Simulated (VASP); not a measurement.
A run of VASP 6.6.1 is set up as follows.

INCAR

```
SYSTEM = AlRu
PREC = Accurate
ENCUT = 520
EDIFF = 1E-8
ISMEAR = 0
SIGMA = 0.1
LREAL = .FALSE.
LASPH = .TRUE.
NELM = 100
ALGO = Normal
ISIF = 2
LWAVE = .FALSE.
LCHARG = .TRUE.
GGA = PS
IBRION = 8
NSW = 1
```

File KPOINTS:

```
Automatic mesh
0
G
  16 16 16
  0 0 0
```

POSCAR

```
AlRu
1.0
    2.9762632503      0.0000000000      0.0000000000
    0.0000000000      2.9762632503      0.0000000000
    0.0000000000      0.0000000000      2.9762632503
Ru Al
1 1
Direct
    0.0000000000      0.0000000000      0.0000000000
    0.5000000000      0.5000000000      0.5000000000
```

Potentials or basis: VASP PAW PBE potentials, release 64 (Ru_pv, Al).

Launch:

```console
$ cat potpaw_PBE.64/Ru_pv/POTCAR potpaw_PBE.64/Al/POTCAR > POTCAR
$ mpirun -np 1 vasp_std > vasp.out
```

Question: What does it give for the highest phonon frequency at Γ?

Answer: 323 cm⁻¹.

Phonon frequencies in cm⁻¹ (negative: imaginary):
```
              q point        frequencies
(0.000, 0.000, 0.000)  0 0 0 323 323 323
```
